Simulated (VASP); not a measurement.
Set up this calculation in VASP 6.6.1, as the native input.

| Item | Value |
| --- | --- |
| Task | single point |
| Functional | r2SCAN |
| Potentials or basis | VASP PAW PBE potentials, release 64 (W_sv) |
| Cutoff | 520 eV |
| k mesh | 8 × 8 × 8 |
| Occupations | gaussian, width 0.1 eV |
| Spin | no spin polarisation |
| Dipole correction | no |
| Further INCAR settings | ALGO = Normal; EDIFF = 1e-07; NBANDS = 13 |

W:

```
CELL_PARAMETERS angstrom
-1.58495 1.58495 1.58495
1.58495 -1.58495 1.58495
1.58495 1.58495 -1.58495
ATOMIC_POSITIONS crystal
W 0.00000 0.00000 0.00000
```

One way to write it, as run:

POSCAR

```
W
1.0
   -1.5849475232      1.5849475232      1.5849475232
    1.5849475232     -1.5849475232      1.5849475232
    1.5849475232      1.5849475232     -1.5849475232
W
1
Direct
    0.0000000000      0.0000000000      0.0000000000
```

INCAR.step1

```
  PREC = Accurate
  ENCUT = 520
  ISMEAR = 0
  SIGMA = 0.1
  LREAL = False
  LASPH = True
  NELM = 60
  NBANDS = 13
  GGA = PE
  ALGO = Normal
  EDIFF = 1E-4
  LWAVE = True
  LCHARG = False
```

INCAR.step2

```
  PREC = Accurate
  ENCUT = 520
  EDIFF = 1E-7
  ISMEAR = 0
  SIGMA = 0.1
  LREAL = False
  LASPH = True
  NELM = 60
  ALGO = Normal
  ISIF = 2
  LWAVE = False
  LCHARG = False
  METAGGA = R2SCAN
  LMIXTAU = True
  NBANDS = 13
  ISTART = 1
```

KPOINTS

```
regular mesh
0
Gamma
  8 8 8
```

Potentials or basis: VASP PAW PBE potentials, release 64 (W_sv).

Run with:

```console
$ cat potpaw_PBE.64/W_sv/POTCAR > POTCAR
$ cp INCAR.step1 INCAR
$ mpirun -np 1 vasp_std > vasp.out
$ cp INCAR.step2 INCAR
$ mpirun -np 1 vasp_std > vasp.out
```

Results of the run:

The pressure is 1.1 GPa. The band gap on the k mesh is zero (band 7 reaches 16.53 eV, above the bottom of band 8 at 9.95 eV).

Caveat: the PAW data sets were made with another functional, which shifts forces and pressure a little; spin-orbit coupling is left out, which moves the levels of the heavy elements.

Run time: 37 s on 1 thread of Intel(R) Xeon(R) Platinum 8259CL CPU @ 2.50GHz (Skylake/Cascade Lake), with other jobs on the host, peak memory 0.13 GiB.
